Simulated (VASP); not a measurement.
**GaP: density of states with PBE**

Crystal: GaP.

```
Ga P
1.0
     0.00000    2.75254    2.75254
     2.75254    0.00000    2.75254
     2.75254    2.75254    0.00000
Ga P
1 1
Direct
  0.00000 0.00000 0.00000
  0.25000 0.25000 0.25000
```

```json
{
  "Program": "VASP 6.6.1",
  "Task": "density of states",
  "Functional": "PBE",
  "Potentials or basis": "VASP PAW PBE potentials, release 64 (Ga_d, P)",
  "Cutoff": "520 eV",
  "k mesh": "8 × 8 × 8",
  "Occupations": "gaussian, width 0.02 eV",
  "Spin": "no spin polarisation",
  "Dipole correction": "no",
  "k mesh for the DOS": "12 × 12 × 12",
  "Occupations for the DOS": "tetrahedron",
  "Further INCAR settings": "ALGO = Normal; EDIFF = 1e-07; NBANDS = 16"
}
```

The valence electrons inside the program's atomic spheres are Ga 11.68; P 2.53.

Levels at points of the mesh, in eV from the valence-band top:
| k point | band 6 | band 7 | band 8 | band 9 | band 10 | band 11 | band 12 | band 13 |
| --- | --- | --- | --- | --- | --- | --- | --- | --- |
| (0.00, 0.00, 0.00) | -12.27 | 0.00 | 0.00 | 0.00 | 1.58 | 3.89 | 3.89 | 3.89 |
| (0.50, 0.00, 0.00) | -10.30 | -6.47 | -1.07 | -1.07 | 1.58 | 4.73 | 4.73 | 8.22 |
| (0.50, 0.50, 0.00) | -9.44 | -6.62 | -2.58 | -2.58 | 1.71 | 1.85 | 10.37 | 10.37 |

Run time: 53 s on 1 thread of Intel Xeon 6975P-C, with other jobs on the host, peak memory 0.19 GiB.
